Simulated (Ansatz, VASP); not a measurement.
## One calculation of NbTe, two programs

The input INCAR:

```
ALGO = Normal ; EDIFF = 1E-6
ENCUT = 520 ; GGA = PE
ISIF = 2 ; ISMEAR = 0
LASPH = T ; LCHARG = T
LELF = T ; LREAL = F
LVHAR = T ; LWAVE = F
NBANDS = 16 ; NELM = 100
PREC = Accurate ; SIGMA = 0.011
```

KPOINTS

```
k-points
0
Gamma
  8 8 7
```

POSCAR

```
NbTe
1.0
    3.7029743866      0.0000000000      0.0000000000
   -1.8514871933      3.2068698884      0.0000000000
    0.0000000000      0.0000000000      3.6942110000
Te Nb
1 1
Direct
    0.6666666667      0.3333333333      0.0000000000
    0.0000000000      0.0000000000      0.5000000000
```

File input.yaml:

```yaml
crystal:
  lattice:
    - [3.7029743866, 0.0, 0.0]
    - [-1.8514871933, 3.2068698884, 0.0]
    - [0.0, 0.0, 3.694211]
  atoms:
    - { symbol: Te, position: [0.6666666667, 0.3333333333, 0.0] }
    - { symbol: Nb, position: [0.0, 0.0, 0.5] }
hamiltonian:
  xc: pbe
  pseudopotentials: { kind: paw }
kpoints:
  mp_grid: { grid: [8, 8, 7] }
scf:
  occupations: { method: gaussian, width: 0.011 }
output:
  forces: true
  stress: true
  eigenvalues: true
```

Alike in both runs: task single point; functional PBE; k mesh 8 × 8 × 7; occupations gaussian, width 0.011 eV; no spin polarisation.

```csv
,VASP,Ansatz
version,VASP 6.6.1,Ansatz 0.2.0
potentials or method,"VASP PAW PBE potentials, release 64 (Te, Nb_sv)",Ansatz PAW
plane-wave cutoff (eV),520,420
valence electrons in the cell,19,29
```

```tsv
	VASP	Ansatz	Ansatz less VASP
gap on the k mesh at the Fermi level (eV)	none	none	-
pressure (GPa)	-0.8	-0.6	+0.23
traceless stress, the component that is largest in VASP (GPa)	0.93	0.97	+0.046
```

A gap of «none» marks a metal or a gap that the smearing closes. VASP's potentials hold 19 valence electrons a cell and Ansatz's 29, so a difference there can come from the potentials and not from the codes.

Spin-orbit coupling is off throughout.
